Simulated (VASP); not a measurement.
# LiF (Fm-3m) in VASP: a series of runs, part 2 of 2

VASP 6.6.1. The steps go on from the part before.

### 3 Single point, r2SCAN0

POSCAR reads:

```
LiF
1.0
    0.0000000000      1.9948691892      1.9948691892
    1.9948691892      0.0000000000      1.9948691892
    1.9948691892      1.9948691892      0.0000000000
Li F
1 1
Direct
    0.0000000000      0.0000000000      0.0000000000
    0.5000000000      0.5000000000      0.5000000000
```

INCAR.step1 reads:

```
PREC     = Accurate       # precision mode
ENCUT    = 520            # plane-wave cutoff, eV
EDIFF    = 1E-5           # SCF threshold, eV
ISMEAR   = 0              # smearing method
SIGMA    = 0.01           # smearing width, eV
LREAL    = F              # projectors in reciprocal space
LASPH    = T              # aspherical terms in the spheres
NELM     = 60             # most SCF steps
ALGO     = Normal         # electronic algorithm
ISIF     = 2              # what is computed and relaxed
LWAVE    = T              # write WAVECAR
GGA      = PE             # functional
NBANDS   = 12             # bands
```

INCAR.step2 reads:

```
PREC     = Accurate       # precision mode
ENCUT    = 520            # plane-wave cutoff, eV
EDIFF    = 1E-7           # SCF threshold, eV
ISMEAR   = 0              # smearing method
SIGMA    = 0.01           # smearing width, eV
LREAL    = F              # projectors in reciprocal space
LASPH    = T              # aspherical terms in the spheres
NELM     = 60             # most SCF steps
ALGO     = Normal         # electronic algorithm
ISIF     = 2              # what is computed and relaxed
LWAVE    = F              # write WAVECAR
LCHARG   = T              # write CHGCAR
METAGGA  = R2SCAN         # meta-GGA
LHFCALC  = T              # exact exchange
AEXX     = 0.25           # exact-exchange fraction
LMIXTAU  = T            
PRECFOCK = Normal       
LELF     = T              # ELF
LVHAR    = T            
ISTART   = 1            
NBANDS   = 12             # bands
```

KPOINTS reads:

```
Automatic mesh
0
Gamma
  8 8 8
```

Potentials or basis: VASP PAW PBE potentials, release 64 (Li_sv, F).

The run is started by

```bash
$ cat potpaw_PBE.64/Li_sv/POTCAR potpaw_PBE.64/F/POTCAR > POTCAR
$ cp INCAR.step1 INCAR
$ mpirun -np 1 vasp_std > vasp.out
$ cp INCAR.step2 INCAR
$ mpirun -np 1 vasp_std > vasp.out
```

OUTCAR:

```text
PREC = Accurate
   ENCUT = 520
   EDIFF = 1E-7
   ISMEAR = 0
   LREAL = F
   LASPH = T
   NELM = 60
   ISIF = 2
   METAGGA = R2SCAN
   LHFCALC = T
   AEXX = 0.25
   PRECFOCK = Normal
   ISTART = 1

 ion  position               nearest neighbor table
   1  0.000  0.000  0.000-   2 1.99   2 1.99   2 1.99   2 1.99   2 1.99   2 1.99
   2  0.500  0.500  0.500-   1 1.99   1 1.99   1 1.99   1 1.99   1 1.99   1 1.99

  LATTYP: Found a face centered cubic cell.
 ALAT       =     3.9897383784

  Lattice vectors:

 A1 = (   0.0000000000,   1.9948691892,   1.9948691892)
 A2 = (   1.9948691892,   0.0000000000,   1.9948691892)
 A3 = (   1.9948691892,   1.9948691892,   0.0000000000)

Analysis of symmetry for initial positions (statically):
=====================================================================
 Subroutine PRICEL returns:
 Original cell was already a primitive cell.

 Routine SETGRP: Setting up the symmetry group for a
 face centered cubic supercell.

 Subroutine GETGRP returns: Found 48 space group operations
 (whereof 48 operations were pure point group operations)
 out of a pool of 48 trial point group operations.

The static configuration has the point symmetry O_h .

Analysis of symmetry for dynamics (positions and initial velocities):
=====================================================================
 Subroutine PRICEL returns:
 Original cell was already a primitive cell.

 Routine SETGRP: Setting up the symmetry group for a
 face centered cubic supercell.

 Subroutine GETGRP returns: Found 48 space group operations
 (whereof 48 operations were pure point group operations)
 out of a pool of 48 trial point group operations.

The dynamic configuration has the point symmetry O_h .

 Subroutine INISYM returns: Found 48 space group operations
[... 130 lines left out ...]
   HFSCREEN=    0.0000 screening length (either q_TF or 0.3 A-1)
   HFSCREENC=   0.0000 screening length for correlation (either q_TF or 0.3 A-1)
   ENCUTFOCK=  -1.0 apply spherical cutoff to Coloumb kernel
   IVDW    =     0    specifies the selected vdW correction
   LEPSILON=     F    determine dielectric tensor
   LRPA    =     F    only Hartree local field effects (RPA)
 non-spin polarized calculation
 Gauss-broadening in eV      SIGMA  =   0.01
  energy-cutoff  :      520.00
  volume of cell :       15.88
 maximum number of plane-waves:       444
 NGX is ok and might be reduce to    24
  NGX = 16; NGY = 16; NGZ = 16

 number of electron       9.9999997 magnetization

 Free energy of the ion-electron system (eV)
  ---------------------------------------------------
  ext. energy  EPLUGINS =         0.00000000
  ---------------------------------------------------
  free energy    TOTEN  =       -13.62671362 eV

  energy without entropy =      -13.62671362  energy(sigma->0) =      -13.62671362

 E-fermi :  -3.1385     XC(G=0):  -8.3299

 val. band max:       -3.4178859031   @ k =   0.0000   0.0000   0.0000
 cond. band min:       9.7870990400   @ k =   0.0000   0.0000   0.0000
 fundamental gap:     13.2049849431
 Fermi energy:        -3.1384525701

 k-point     1 :       0.0000    0.0000    0.0000
  band No.  band energies     occupation
      1     -47.1562      2.00000
      2     -25.8107      2.00000
      3      -3.4179      2.00000
      4      -3.4179      2.00000
      5      -3.4179      2.00000
      6       9.7871      0.00000
      7      25.2489      0.00000
      8      25.2489      0.00000
      9      25.2489      0.00000
     10      26.0241      0.00000
     11      26.0241      0.00000
     12      26.0250      0.00000
[... 331 lines left out ...]
 k-point    24 :      -0.3750    0.2500    0.1250
  band No.  band energies     occupation
      1     -47.0805      2.00000
      2     -25.2162      2.00000
      3      -5.9637      2.00000
      4      -4.7601      2.00000
      5      -3.9631      2.00000
      6      13.2312      0.00000
      7      16.7784      0.00000
      8      20.3166      0.00000
      9      20.6818      0.00000
     10      28.9893      0.00000
     11      30.3448      0.00000
     12      36.1556      0.00000

 [... further k-points ...]

------------------------ aborting loop because EDIFF is reached ----------------------------------------

  FORCE on cell =-STRESS in cart. coord.  units (eV):
  Direction    XX          YY          ZZ          XY          YZ          ZX
  --------------------------------------------------------------------------------------
  -------------------------------------------------------------------------------------
  Total       -0.1894421     -0.1894421     -0.1894421      0.0000000     -0.0000000      0.0000000
  in kB      -19.1167390    -19.1167390    -19.1167390      0.0000000     -0.0000000      0.0000000
  external PRESSURE =     -19.1167390 kB  Pullay stress =       0.0000000 kB

 VOLUME and BASIS-vectors are now :
 -----------------------------------------------------------------------------
  energy-cutoff  :      520.00
  volume of cell :       15.88
      direct lattice vectors                 reciprocal lattice vectors
     0.000000000  1.994869189  1.994869189    -0.250643001  0.250643001  0.250643001
     1.994869189  0.000000000  1.994869189     0.250643001 -0.250643001  0.250643001
     1.994869189  1.994869189  0.000000000     0.250643001  0.250643001 -0.250643001

 POSITION                                       TOTAL-FORCE (eV/Angst)
 -----------------------------------------------------------------------------------
      0.00000      0.00000      0.00000         0.000000      0.000000     -0.000000
      1.99487      1.99487      1.99487        -0.000000     -0.000000      0.000000
 -----------------------------------------------------------------------------------
    total drift:                               -0.000000      0.000000     -0.000000

  FREE ENERGIE OF THE ION-ELECTRON SYSTEM (eV)
  ---------------------------------------------------
  free  energy   TOTEN  =       -13.6267136192 eV

  energy  without entropy=      -13.6267136192  energy(sigma->0) =      -13.62671362
```

Wall time 35 min (1 thread of AMD EPYC 7R43 (Zen 3), shared host); peak memory 0.11 GiB.

What came out:

| Quantity | Value |
| --- | --- |
| Free energy | -13.6267 eV |
| Band gap on the k mesh | 13.21 eV |

Caveat: the cutoff is under 1.25 times the usual one of these potentials, so pressure, stress and relaxed cells hold a basis-set (Pulay) error; the PAW data sets were made with another functional, which shifts forces and pressure a little. A k mesh can miss the band edges.
